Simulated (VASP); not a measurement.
Wanted: the native input for a VASP 6.6.1 run.

| Property | Result |
| --- | --- |
| Task | single point |
| Functional | LDA |
| Potentials or basis | VASP PAW LDA potentials, release 64 (Al, N) |
| Cutoff | 520 eV |
| k mesh | 8 × 6 × 4 |
| Occupations | gaussian, width 0.05 eV |
| Spin | no spin polarisation |
| Dipole correction | no |
| Further INCAR settings | ALGO = Normal; EDIFF = 1e-06; NBANDS = 26 |

The structure of AlN lies in POSCAR:

```
AlN
1.0
   -1.6378403119      2.8368226349      0.0000000000
    0.0000000000      0.0000000000      4.1006264518
    4.9135209358      2.8368226349      0.0000000000
Al N
4 4
Direct
    0.3259410743      0.7500000000      0.2095929669
    1.0000000000      0.7500000000      0.6666666667
    0.0000000000      0.2500000000      0.3333333333
    0.5000000000      0.2500000000      0.8333333333
    0.5000000000      0.2500000000      0.1666666667
    1.0000000000      0.2500000000      0.6666666667
    0.0000000000      0.7500000000      0.3333333333
    0.5000000000      0.7500000000      0.8333333333
```

This cell differs from its parent crystal: atom 1 (Al) moved by +0.496 Å along [1 0 0] and -0.372 Å along [1 2 0].

The input as run:

INCAR

```
SYSTEM = AlN
PREC     = Accurate       ! precision mode
ENCUT    = 520            ! plane-wave cutoff, eV
EDIFF    = 1E-6           ! SCF threshold, eV
ISMEAR   = 0              ! smearing method
SIGMA    = 0.05           ! smearing width, eV
LREAL    = .False.        ! projectors in reciprocal space
LASPH    = .True.         ! aspherical terms in the spheres
NELM     = 100            ! most SCF steps
ALGO     = Normal         ! electronic algorithm
ISIF     = 2              ! what is computed and relaxed
LWAVE    = .False.        ! write WAVECAR
LCHARG   = .False.        ! write CHGCAR
GGA      = CA             ! functional
NBANDS   = 26             ! bands
```

KPOINTS

```
regular mesh
0
Gamma
  8 6 4
  0 0 0
```

Potentials or basis: VASP PAW LDA potentials, release 64 (Al, N).

Launch:

```bash
$ cat potpaw_LDA.64/Al/POTCAR potpaw_LDA.64/N/POTCAR > POTCAR
$ mpirun -np 1 vasp_std > vasp.out
```

Results of the run:

The pressure is 33.8 GPa. The largest force is 45.070 eV/Å and the band gap on the k mesh is 3.23 eV, direct.

Caveat: the cell differs from its parent crystal (atom 1 (Al) moved by +0.496 Å along [1 0 0] and -0.372 Å along [1 2 0]); forces of over 1 eV/Å act on the atoms, so gaps and moduli don't describe the material at rest.

It took 82 s on 1 thread of Intel Xeon 6975P-C, on a shared host, peak memory 0.22 GiB.
